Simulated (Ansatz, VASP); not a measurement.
# B4PdRu2 in VASP and in Ansatz

The input INCAR:

```
ALGO = Normal
EDIFF = 1E-6
EDIFFG = -0.025
ENCUT = 600
GGA = PE
IBRION = 2
ISIF = 3
ISMEAR = 0
LASPH = T
LCHARG = F
LREAL = F
LWAVE = F
NELM = 100
NSW = 80
PREC = Accurate
SIGMA = 0.2
```

Contents of KPOINTS:

```
k-points
0
Gamma
  12 12 2
```

Contents of POSCAR:

```
B4PdRu2
1.0
    2.9524702042     -0.0086886787     -0.0034381130
   -1.4837597185      2.5195970536     -0.0180582807
   -0.0114162608     -0.0758299771      9.4899415991
B Ru Pd
4 2 1
Direct
    0.3545311825      0.6199845476      0.5219463757
    0.6062475860      0.3482412467      0.6335598843
    0.6507478454      0.3295298724      0.1449833611
    0.2745695361      0.6400285812      0.2433162366
    0.6914056939      0.2921225279      0.3750686530
    0.3772425729      0.7250892236      0.0133224202
    0.0452555832      0.0450040006      0.7708030690
```

Input for Ansatz:

```yaml
crystal:
  lattice:
    - [2.9524702042, -0.0086886787, -0.003438113]
    - [-1.4837597185, 2.5195970536, -0.0180582807]
    - [-0.0114162608, -0.0758299771, 9.4899415991]
  atoms:
    - { symbol: B, position: [0.3545311825, 0.6199845476, 0.5219463757] }
    - { symbol: B, position: [0.606247586, 0.3482412467, 0.6335598843] }
    - { symbol: B, position: [0.6507478454, 0.3295298724, 0.1449833611] }
    - { symbol: B, position: [0.2745695361, 0.6400285812, 0.2433162366] }
    - { symbol: Ru, position: [0.6914056939, 0.2921225279, 0.375068653] }
    - { symbol: Ru, position: [0.3772425729, 0.7250892236, 0.0133224202] }
    - { symbol: Pd, position: [0.0452555832, 0.0450040006, 0.770803069] }
basis:
  ecutwfc: 420
kpoints:
  mp_grid: { grid: [12, 12, 2] }
hamiltonian:
  xc: pbe
scf:
  occupations: { method: gaussian, width: 0.2 }
  lower_state_search: "off"
output:
  forces: true
  stress: true
  eigenvalues: true
relax:
  adjacent_minimum: "off"
  f_tol: 0.025
  max_steps: 60
  cell: { stress_tol: 0.25 }
```

Change from the starting cell: cell x1, atoms moved at random (sigma 0.15 Å) and cell strained at random (1.5 %), then relaxed without symmetry.

Alike in both runs: task relaxation of cell and atoms; functional PBE; k mesh 12 × 12 × 2; occupations gaussian, width 0.2 eV; no spin polarisation.

|  | VASP | Ansatz |
| --- | --- | --- |
| version | VASP 6.6.1 | Ansatz 0.2.0 |
| potentials or method | VASP PAW PBE potentials, release 64 (B, Ru_pv, Pd), cutoff 600 eV | scalar-relativistic, plane waves, PAW |
| valence electrons in the cell | 50 | 62 |

```tsv
	VASP	Ansatz	Ansatz less VASP
gap on the k mesh at the Fermi level, each at its own relaxed structure (eV)	none	none	-
relaxed volume (Å³/atom)	9.95	9.95	+0.003
relaxed length of the cell vector where the two differ most in proportion (Å)	2.894	2.895	+0.0010
```

A gap of «none» marks a metal or a gap that the smearing closes. VASP's potentials hold 50 valence electrons a cell and Ansatz's 62, so a difference there can come from the potentials and not from the codes.
